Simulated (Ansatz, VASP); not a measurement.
CuO in VASP and in Ansatz

INCAR

```
SYSTEM = CuO
PREC = Accurate
ENCUT = 520
EDIFF = 1E-8
ISMEAR = -1
SIGMA = 0.05
LREAL = .False.
LASPH = .True.
NELM = 150
ALGO = Normal
ISIF = 2
LWAVE = .False.
LCHARG = .False.
ISPIN = 2
MAGMOM = 1 1 0 0
LORBIT = 11
LMAXMIX = 4
GGA = PE
LEFG = .True.
NBANDS = 29
KPAR = 4
```

File KPOINTS:

```
regular mesh
0
Gamma
  11 11 7
  0 0 0
```

POSCAR

```
CuO
1.0
    2.1247350000     -2.0304310000      0.0000000000
    2.1247350000      2.0304310000      0.0000000000
   -0.2253380000      0.0000000000      5.1557990000
Cu O
2 2
Direct
    0.5000000000      0.0000000000      0.5000000000
    0.0000000000      0.5000000000      0.0000000000
    0.5138720000      0.4861280000      0.2500000000
    0.4861280000      0.5138720000      0.7500000000
```

Input for Ansatz:

```yaml
crystal:
  lattice:
    - [2.124735, -2.030431, 0.0]
    - [2.124735, 2.030431, 0.0]
    - [-0.225338, 0.0, 5.155799]
  atoms:
    - { symbol: Cu, position: [0.5, 0.0, 0.5], spin: 1.0 }
    - { symbol: Cu, position: [0.0, 0.5, 0.0], spin: 1.0 }
    - { symbol: O, position: [0.513872, 0.486128, 0.25] }
    - { symbol: O, position: [0.486128, 0.513872, 0.75] }
magnetization:
  spin_polarized: true
kpoints:
  mp_grid: { grid: [11, 11, 7] }
scf:
  occupations: { method: fermi_dirac, width: 0.05 }
hamiltonian:
  xc: pbe
  pseudopotentials: { kind: paw }
output:
  forces: true
  stress: true
  populations: true
  efg:
    quadrupole_moments_barn: { Cu: -0.22, O: -0.02558 }
    contact_densities: true
  write_density: true
  write_potential: true
  elf: true
  volumetric_format: npy
```

Alike in both runs: task electric field gradients; functional PBE; k mesh 11 × 11 × 7; occupations fermi-dirac, width 0.05 eV; collinear spin.

|  | VASP | Ansatz |
| --- | --- | --- |
| version | VASP 6.6.1 | Ansatz 0.2.0 |
| potentials or method | VASP PAW PBE potentials, release 64 (Cu, O) | plane-wave PAW, scalar-relativistic |
| plane-wave cutoff (eV) | 520 | 420 |
| valence electrons in the cell | 34 | 50 |

Ansatz gave:

* pressure (GPa): 0.5
* traceless stress, the component that is largest in VASP (GPa): 0.53
* rms of the force components (eV/Å): 0.021
* net moment per atom (μB): 0.00
* size of Vzz on the site where it differs most (V/Å²): 6.0

Task: Which values does VASP return?

Result: Pressure (GPa): 1.2; traceless stress, the component that is largest in VASP (GPa): 0.34; rms of the force components (eV/Å): 0.017; net moment per atom (μB): 0.00; size of Vzz on the site where it differs most (V/Å²): 5.0.

Atom by atom the forces differ by 0.003 eV/Å (rms over components). VASP's potentials hold 34 valence electrons a cell and Ansatz's 50, so a difference there can come from the potentials and not from the codes. Ansatz's warnings: seeded moment not kept.
